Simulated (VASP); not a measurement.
Input of a VASP 6.6.1 run:

INCAR

```
SYSTEM = Ga
  PREC = Accurate
  ENCUT = 520
  EDIFF = 1E-7
  ISMEAR = -1
  SIGMA = 0.08
  LREAL = .FALSE.
  LASPH = .TRUE.
  NELM = 80
  ALGO = Normal
  ISIF = 2
  LWAVE = .FALSE.
  LCHARG = .FALSE.
  GGA = PE
  NBANDS = 20
```

The input KPOINTS:

```
Automatic mesh
0
G
  15 15 8
  0 0 0
```

Contents of POSCAR:

```
Ga
1.0
    2.9670448627      0.0000000000      0.0000000000
   -1.4835224313      2.5695362253      0.0000000000
    0.0000000000      0.0000000000      4.9355664037
Ga
2
Direct
    0.3333333333      0.6666666667      0.2500000000
    0.6666666667      0.3333333333      0.7500000000
```

Potentials or basis: VASP PAW PBE potentials, release 64 (Ga_d).

Run with:

```console
$ cat potpaw_PBE.64/Ga_d/POTCAR > POTCAR
$ mpirun -np 1 vasp_std > vasp.out
```

(1) Predict the band gap on the k mesh.

(2) Estimate the pressure.

## Answers

(1) zero (bands 13 and 14 overlap by 7.26 eV).

(2) 0.8 GPa.
